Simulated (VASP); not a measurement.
# WSe2 (P-6m2) in VASP: further runs

Runs on WSe2. Level: r2SCAN. Tasks: single point.

Program: VASP 6.6.1. These are calculated values, not measurements. Logs are shortened: lines on timing, memory, paths and dates and some standing lists are left out, and cuts for length are marked.

## 1. The cell of the first run

The structure is hexagonal, space group P-6m2 (No. 187). Conventional cell: a = 3.278 Å, b = 3.278 Å, c = 7.184 Å, α = 90.00°, β = 90.00°, γ = 120.00°. Within 3.3 Å of W (site symmetry -6m2) lie 6 Se at 2.53 Å and 6 W at 3.28 Å. Se (site symmetry 3m) has 3 W at 2.53 Å and 7 Se at 3.28 to 3.35 Å within 3.4 Å.

## 2. Single point, r2SCAN (biaxial xy strain -0.6%)

POSCAR reads:

```
WSe2
1.0
    3.2777598166      0.0000000000      0.0000000000
   -1.6388799083      2.8386232687      0.0000000000
    0.0000000000      0.0000000000      7.1842727630
W Se
1 2
Direct
    0.0000000000      0.0000000000      0.0000000000
    0.3333333333      0.6666666667      0.2328753869
    0.3333333333      0.6666666667      0.7671246131
```

INCAR.step1 reads:

```
SYSTEM = WSe2
ALGO     = Normal         ! electronic algorithm
EDIFF    = 1E-4           ! SCF threshold, eV
ENCUT    = 520            ! plane-wave cutoff, eV
GGA      = PE             ! functional
ISMEAR   = 0              ! smearing method
LASPH    = .True.         ! aspherical terms in the spheres
LCHARG   = .False.        ! write CHGCAR
LREAL    = .False.        ! projectors in reciprocal space
LWAVE    = .True.         ! write WAVECAR
NBANDS   = 20             ! bands
NELM     = 60             ! most SCF steps
PREC     = Accurate       ! precision mode
SIGMA    = 0.01           ! smearing width, eV
```

INCAR.step2 reads:

```
SYSTEM = WSe2
ALGO     = Normal         ! electronic algorithm
EDIFF    = 1E-6           ! SCF threshold, eV
ENCUT    = 520            ! plane-wave cutoff, eV
ISIF     = 2              ! what is computed and relaxed
ISMEAR   = 0              ! smearing method
ISTART   = 1            
LASPH    = .True.         ! aspherical terms in the spheres
LCHARG   = .False.        ! write CHGCAR
LMIXTAU  = .True.       
LREAL    = .False.        ! projectors in reciprocal space
LWAVE    = .False.        ! write WAVECAR
METAGGA  = R2SCAN         ! meta-GGA
NBANDS   = 20             ! bands
NELM     = 60             ! most SCF steps
PREC     = Accurate       ! precision mode
SIGMA    = 0.01           ! smearing width, eV
```

KPOINTS reads:

```
k-points
0
Gamma
  12 12 4
  0 0 0
```

Potentials or basis: VASP PAW PBE potentials, release 64 (W_sv, Se).

Launch:

```
> cat potpaw_PBE.64/W_sv/POTCAR potpaw_PBE.64/Se/POTCAR > POTCAR
> cp INCAR.step1 INCAR
> mpirun -np 1 vasp_std > vasp.out
> cp INCAR.step2 INCAR
> mpirun -np 1 vasp_std > vasp.out
```

OUTCAR:

```text
SYSTEM = WSe2
   EDIFF = 1E-6
   ENCUT = 520
   ISIF = 2
   ISMEAR = 0
   ISTART = 1
   LASPH = .True.
   LREAL = .False.
   METAGGA = R2SCAN
   NELM = 60
   PREC = Accurate

 ion  position               nearest neighbor table
   1  0.000  0.000  0.000-   2 2.53   3 2.53   2 2.53   3 2.53   2 2.53   3 2.53
   2  0.333  0.667  0.233-   1 2.53   1 2.53   1 2.53
   3  0.333  0.667  0.767-   1 2.53   1 2.53   1 2.53

  LATTYP: Found a hexagonal cell.
 ALAT       =     3.2777598166
 C/A-ratio  =     2.1918240399

  Lattice vectors:

 A1 = (   3.2777598166,   0.0000000000,   0.0000000000)
 A2 = (  -1.6388799083,   2.8386232687,   0.0000000000)
 A3 = (   0.0000000000,   0.0000000000,   7.1842727630)

Analysis of symmetry for initial positions (statically):
=====================================================================
 Subroutine PRICEL returns:
 Original cell was already a primitive cell.

 Routine SETGRP: Setting up the symmetry group for a
 hexagonal supercell.

 Subroutine GETGRP returns: Found 12 space group operations
 (whereof 12 operations were pure point group operations)
 out of a pool of 24 trial point group operations.

The static configuration has the point symmetry D_3h.

Analysis of symmetry for dynamics (positions and initial velocities):
=====================================================================
 Subroutine PRICEL returns:
 Original cell was already a primitive cell.

 Routine SETGRP: Setting up the symmetry group for a
 hexagonal supercell.

 Subroutine GETGRP returns: Found 12 space group operations
 (whereof 12 operations were pure point group operations)
 out of a pool of 24 trial point group operations.

The dynamic configuration has the point symmetry D_3h.

 Subroutine INISYM returns: Found 12 space group operations
 (whereof 12 operations are pure point group operations),
 and found     1 'primitive' translations

----------------------------------------------------------------------------------------

                                     Primitive cell

  volume of cell :      66.8448

  direct lattice vectors                    reciprocal lattice vectors
     3.277759817  0.000000000  0.000000000     0.305086418  0.176141725  0.000000000
    -1.638879908  2.838623269  0.000000000     0.000000000  0.352283451  0.000000000
     0.000000000  0.000000000  7.184272763     0.000000000  0.000000000  0.139192933

  length of vectors
     3.277759817  3.277759817  7.184272763     0.352283451  0.352283451  0.139192933

  position of ions in fractional coordinates (direct lattice)
     0.000000000  0.000000000  0.000000000
     0.333333333  0.666666667  0.232875387
     0.333333333  0.666666667  0.767124613

  ion indices of the primitive-cell ions
   primitive index   ion index
                 1           1
                 2           2
                 3           3

----------------------------------------------------------------------------------------

 KPOINTS: k-points

Automatic generation of k-mesh.
 Grid dimensions read from file:
 generate k-points for:   12   12    4

 Generating k-lattice:

  Cartesian coordinates                     Fractional coordinates (reciprocal lattice)
     0.025423868  0.014678477  0.000000000     0.083333333  0.000000000  0.000000000
     0.000000000  0.029356954  0.000000000     0.000000000  0.083333333  0.000000000
     0.000000000  0.000000000  0.034798233     0.000000000  0.000000000  0.250000000

  Length of vectors
     0.029356954  0.029356954  0.034798233

  Shift w.r.t. Gamma in fractional coordinates (k-lattice)
     0.000000000  0.000000000  0.000000000

 Subroutine IBZKPT returns following result:
 ===========================================

 Found     57 irreducible k-points:

 Following reciprocal coordinates:
            Coordinates               Weight
  0.000000  0.000000  0.000000      1.000000
  0.083333 -0.000000  0.000000      6.000000
  0.166667 -0.000000  0.000000      6.000000
  0.250000 -0.000000  0.000000      6.000000
  0.333333 -0.000000  0.000000      6.000000
  0.416667 -0.000000  0.000000      6.000000
[... 16 lines left out ...]
  0.250000 -0.000000  0.250000     12.000000
  0.333333 -0.000000  0.250000     12.000000
 [... further k-points ...]
   k-points           NKPTS =     57   k-points in BZ     NKDIM =     57   number of bands    NBANDS=     20
   number of dos      NEDOS =    301   number of ions     NIONS =      3
   total plane-waves  NPLWV =  31104
   dimension x,y,z NGX =    24 NGY =   24 NGZ =   54
   dimension x,y,z NGXF=    48 NGYF=   48 NGZF=  108
   ions per type =               1   2
   NGX,Y,Z   is equivalent  to a cutoff of  12.17, 12.17, 12.50 a.u.
   NGXF,Y,Z  is equivalent  to a cutoff of  24.35, 24.35, 24.99 a.u.
 SYSTEM =  WSe2
   PREC   = accura    normal or accurate (medium, high low for compatibility)
   ISTART =      1    job   : 0-new  1-cont  2-samecut
   ICHARG =      0    charge: 1-file 2-atom 10-const
   ISPIN  =      1    spin polarized calculation?
   LNONCOLLINEAR =      F non collinear calculations
   LSORBIT =      F    spin-orbit coupling
   LASPH  =      T    aspherical Exc in radial PAW
   ENCUT  =  520.0 eV  38.22 Ry    6.18 a.u.   6.09  6.09 13.36*2*pi/ulx,y,z
   NELM   =     60;   NELMIN=  2; NELMDL=  0     # of ELM steps
   EDIFF  = 0.1E-05   stopping-criterion for ELM
   LREAL  =      F    real-space projection
   EDIFFG = 0.1E-04   stopping-criterion for IOM
   NSW    =      0    number of steps for IOM
   IBRION =     -1    ionic relax: 0-MD 1-quasi-New 2-CG
   NFREE  =      0    steps in history (QN), initial steepest desc. (CG)
   ISIF   =      2    stress and relaxation
   ISYM   =      2    0-nonsym 1-usesym 2-fastsym
   POTIM  = 0.5000    time-step for ionic-motion
   TEBEG  =    0.0;   TEEND  =   0.0 temperature during run
   PSTRESS=    0.0 pullay stress
   NELECT =      26.0000    total number of electrons
   NUPDOWN=      -1.0000    fix difference up-down
   EMIN   =  10.00;   EMAX   =-10.00  energy-range for DOS
   EFERMI =   0.00;   METHOD = LEGACY
   ISMEAR =     0;   SIGMA  =   0.01  broadening in eV -4-tet -1-fermi 0-gaus
   EFERMI_NEDOS =   21; number of points for ismear=-14 and -15
   IALGO  =     38    algorithm
   IMIX   =      4    mixing-type and parameters
     AMIX     =   0.40;   BMIX     =  1.00
     AMIX_MAG =   1.60;   BMIX_MAG =  1.00
  volume/ion in A,a.u.               =      22.28       150.36
  Fermi-wavevector in a.u.,A,eV,Ry     =   1.195024  2.258268 19.430248  1.428083
  Thomas-Fermi vector in A             =   2.331000
   LORBIT       =      0    0 simple, 1 ext, 2 COOP (PROOUT), +10 PAW based schemes
   METAGGA = R2SCAN    functional components
   LHFCALC =     F    Hartree Fock is set to
   AEXX    =    0.0000 exact exchange contribution
   IVDW    =     0    specifies the selected vdW correction
   LEPSILON=     F    determine dielectric tensor
   LRPA    =     F    only Hartree local field effects (RPA)
 non-spin polarized calculation
 Gauss-broadening in eV      SIGMA  =   0.01
  energy-cutoff  :      520.00
  volume of cell :       66.84
 maximum number of plane-waves:      1824
   NGX = 13   NGY = 13   NGZ = 27

 number of electron      25.9999992 magnetization

 Free energy of the ion-electron system (eV)
  ---------------------------------------------------
  ext. energy  EPLUGINS =         0.00000000
  ---------------------------------------------------
  free energy    TOTEN  =       -81.74163220 eV

  energy without entropy =      -81.74163220  energy(sigma->0) =      -81.74163220

 E-fermi :   4.8808     XC(G=0): -10.6710

 val. band max:        4.8026269432   @ k =   0.3333   0.3333   0.5000
 cond. band min:       6.3075955953   @ k =   0.1667   0.1667   0.0000
 fundamental gap:      1.5049686522
 Fermi energy:         4.8808459148

 k-point     1 :       0.0000    0.0000    0.0000
  band No.  band energies     occupation
      1     -71.1997      2.00000
      2     -34.8074      2.00000
      3     -34.6644      2.00000
      4     -34.6644      2.00000
      5     -10.7856      2.00000
      6      -9.3365      2.00000
[... 12 lines left out ...]
     19      12.5250      0.00000
     20      14.0680      0.00000

 k-point     2 :       0.0833   -0.0000    0.0000
  band No.  band energies     occupation
      1     -71.1988      2.00000
      2     -34.8039      2.00000
      3     -34.6821      2.00000
      4     -34.6685      2.00000
      5     -10.6742      2.00000
      6      -9.2821      2.00000
[... 12 lines left out ...]
     19      12.7738      0.00000
     20      14.6527      0.00000

 k-point     3 :       0.1667   -0.0000    0.0000
  band No.  band energies     occupation
      1     -71.1965      2.00000
      2     -34.7945      2.00000
      3     -34.7303      2.00000
      4     -34.6798      2.00000
      5     -10.3547      2.00000
      6      -9.1266      2.00000
[... 12 lines left out ...]
     19      13.5330      0.00000
     20      14.3725      0.00000

 k-point     4 :       0.2500   -0.0000    0.0000
  band No.  band energies     occupation
      1     -71.1934      2.00000
      2     -34.7955      2.00000
      3     -34.7816      2.00000
      4     -34.6952      2.00000
      5      -9.8734      2.00000
      6      -8.8950      2.00000
[... 12 lines left out ...]
     19      13.0957      0.00000
     20      14.2358      0.00000

 k-point     5 :       0.3333   -0.0000    0.0000
  band No.  band energies     occupation
      1     -71.1903      2.00000
      2     -34.8599      2.00000
      3     -34.7686      2.00000
      4     -34.7105      2.00000
      5      -9.3187      2.00000
      6      -8.6356      2.00000
[... 12 lines left out ...]
     19      12.0567      0.00000
     20      13.3947      0.00000

 k-point     6 :       0.4167   -0.0000    0.0000
  band No.  band energies     occupation
      1     -71.1880      2.00000
      2     -34.9066      2.00000
      3     -34.7591      2.00000
      4     -34.7217      2.00000
      5      -8.8411      2.00000
      6      -8.4228      2.00000
[... 12 lines left out ...]
     19      11.8532      0.00000
     20      12.9791      0.00000

 k-point     7 :       0.5000   -0.0000    0.0000
  band No.  band energies     occupation
      1     -71.1871      2.00000
      2     -34.9236      2.00000
      3     -34.7557      2.00000
      4     -34.7258      2.00000
      5      -8.6440      2.00000
      6      -8.3388      2.00000
[... 12 lines left out ...]
     19      11.9146      0.00000
     20      12.8868      0.00000
[... 277 lines left out ...]
 k-point    20 :       0.0000    0.0000    0.2500
  band No.  band energies     occupation
      1     -71.1997      2.00000
      2     -34.8074      2.00000
      3     -34.6644      2.00000
      4     -34.6644      2.00000
      5     -10.7528      2.00000
      6      -9.3969      2.00000
[... 12 lines left out ...]
     19      12.6217      0.00000
     20      13.9065      0.00000

 k-point    21 :       0.0833   -0.0000    0.2500
  band No.  band energies     occupation
      1     -71.1989      2.00000
      2     -34.8039      2.00000
      3     -34.6821      2.00000
      4     -34.6685      2.00000
      5     -10.6413      2.00000
      6      -9.3413      2.00000
[... 12 lines left out ...]
     19      12.8226      0.00000
     20      14.4778      0.00000

 k-point    22 :       0.1667   -0.0000    0.2500
  band No.  band energies     occupation
      1     -71.1966      2.00000
      2     -34.7945      2.00000
      3     -34.7303      2.00000
      4     -34.6798      2.00000
      5     -10.3215      2.00000
      6      -9.1823      2.00000
[... 12 lines left out ...]
     19      13.3991      0.00000
     20      14.4820      0.00000

 k-point    23 :       0.2500   -0.0000    0.2500
  band No.  band energies     occupation
      1     -71.1934      2.00000
      2     -34.7955      2.00000
      3     -34.7816      2.00000
      4     -34.6952      2.00000
      5      -9.8402      2.00000
      6      -8.9453      2.00000
[... 12 lines left out ...]
     19      13.0806      0.00000
     20      14.1028      0.00000

 k-point    24 :       0.3333   -0.0000    0.2500
  band No.  band energies     occupation
      1     -71.1903      2.00000
      2     -34.8599      2.00000
      3     -34.7686      2.00000
      4     -34.7105      2.00000
      5      -9.2862      2.00000
      6      -8.6795      2.00000
[... 12 lines left out ...]
     19      12.3598      0.00000
     20      13.3157      0.00000

 [... further k-points ...]

------------------------ aborting loop because EDIFF is reached ----------------------------------------

  FORCE on cell =-STRESS in cart. coord.  units (eV):
  Direction    XX          YY          ZZ          XY          YZ          ZX
  --------------------------------------------------------------------------------------
  -------------------------------------------------------------------------------------
  Total        1.2059082      1.2059082      0.5959452      0.0000000      0.0000000      0.0000000
  in kB       28.9039456     28.9039456     14.2839800      0.0000000      0.0000000      0.0000000
  external PRESSURE =      24.0306237 kB  Pullay stress =       0.0000000 kB

 VOLUME and BASIS-vectors are now :
 -----------------------------------------------------------------------------
  energy-cutoff  :      520.00
  volume of cell :       66.84
      direct lattice vectors                 reciprocal lattice vectors
     3.277759817  0.000000000  0.000000000     0.305086418  0.176141725  0.000000000
    -1.638879908  2.838623269  0.000000000     0.000000000  0.352283451  0.000000000
     0.000000000  0.000000000  7.184272763     0.000000000  0.000000000  0.139192933

 POSITION                                       TOTAL-FORCE (eV/Angst)
 -----------------------------------------------------------------------------------
      0.00000      0.00000      0.00000         0.000000     -0.000000      0.000000
     -0.00000      1.89242      1.67304        -0.000000     -0.000000      0.023154
     -0.00000      1.89242      5.51123        -0.000000      0.000000     -0.023154
 -----------------------------------------------------------------------------------
    total drift:                                0.000000     -0.000000     -0.000000

  FREE ENERGIE OF THE ION-ELECTRON SYSTEM (eV)
  ---------------------------------------------------
  free  energy   TOTEN  =       -81.7416321951 eV

  energy  without entropy=      -81.7416321951  energy(sigma->0) =      -81.74163220
```

It took 92 s on 1 thread of Intel Xeon 6975P-C (Granite Rapids), shared host; peak memory 0.22 GiB.

Results:

* Free energy: -81.7416 eV
* Pressure: 2.4 GPa
* Largest force: 0.023 eV/Å
* Band gap on the k mesh: 1.50 eV (least direct gap 1.75 eV)

Forces in eV/Å, atoms in the order of the input:
```
W    0.000  0.000  0.000
Se   0.000  0.000  0.023
Se   0.000  0.000 -0.023
```

Caveat: the cell differs from its parent crystal (biaxial xy strain -0.6%); the PAW data sets were made with another functional, which shifts forces and pressure a little; spin-orbit coupling is left out, which moves the levels of the heavy elements.

## 3. Single point, r2SCAN

This run uses another cell than the first one, of 22.55 Å³/atom.

POSCAR reads:

```
WSe2
1.0
    3.2972133755      0.0000000000      0.0000000000
   -1.6486066878      2.8554705449      0.0000000000
    0.0000000000      0.0000000000      7.1842727630
W Se
1 2
Direct
    0.0000000000      0.0000000000      0.0000000000
    0.3333333333      0.6666666667      0.2319179766
    0.3333333333      0.6666666667      0.7680820234
```

INCAR.step1 reads:

```
SYSTEM = WSe2
  ALGO = Normal
  EDIFF = 1E-4
  ENCUT = 520
  GGA = PE
  ISMEAR = 0
  LASPH = .True.
  LCHARG = .False.
  LREAL = .False.
  LWAVE = .True.
  NBANDS = 20
  NELM = 100
  PREC = Accurate
  SIGMA = 0.01
```

INCAR.step2 reads:

```
SYSTEM = WSe2
  ALGO = Normal
  EDIFF = 1E-6
  ENCUT = 520
  ISIF = 2
  ISMEAR = 0
  ISTART = 1
  LASPH = .True.
  LCHARG = .False.
  LMIXTAU = .True.
  LREAL = .False.
  LWAVE = .False.
  METAGGA = R2SCAN
  NBANDS = 20
  NELM = 100
  PREC = Accurate
  SIGMA = 0.01
```

KPOINTS is that of step 2.

Potentials or basis: VASP PAW PBE potentials, release 64 (W_sv, Se).

Launch:

```
> cat potpaw_PBE.64/W_sv/POTCAR potpaw_PBE.64/Se/POTCAR > POTCAR
> cp INCAR.step1 INCAR
> mpirun -np 1 vasp_std > vasp.out
> cp INCAR.step2 INCAR
> mpirun -np 1 vasp_std > vasp.out
```

Run time: 2.5 min. Hardware: 1 thread of Intel Xeon 6975P-C (Granite Rapids), shared host; peak memory 0.25 GiB.

The run converged. Its results:

* Free energy: -81.7524 eV
* Pressure: 1.5 GPa
* Largest force: 0.022 eV/Å
* Band gap on the k mesh: 1.49 eV (least direct gap 1.67 eV)

Forces in eV/Å, atoms in the order of the input:
```
W    0.000  0.000  0.000
Se   0.000  0.000  0.022
Se   0.000  0.000 -0.022
```

Stress tensor (GPa, compression positive):
```
1.51 0.00 0.00
0.00 1.51 0.00
0.00 0.00 1.33
```

Levels at points of the mesh, in eV from the valence-band top:
```csv
k point,band 11,band 12,band 13,band 14,band 15,band 16
"(0.00, 0.00, 0.00)",-1.43,-1.43,-0.75,3.07,3.07,3.17
"(0.50, 0.00, 0.00)",-2.03,-1.28,-1.18,2.47,2.72,4.27
"(0.00, 0.00, 0.50)",-1.44,-1.44,0.00,3.01,3.01,3.25
"(0.50, 0.00, 0.50)",-2.72,-1.12,-0.99,2.48,2.94,3.61
```

Caveat: the PAW data sets were made with another functional, which shifts forces and pressure a little; spin-orbit coupling is left out, which moves the levels of the heavy elements. A k mesh can miss the band edges.
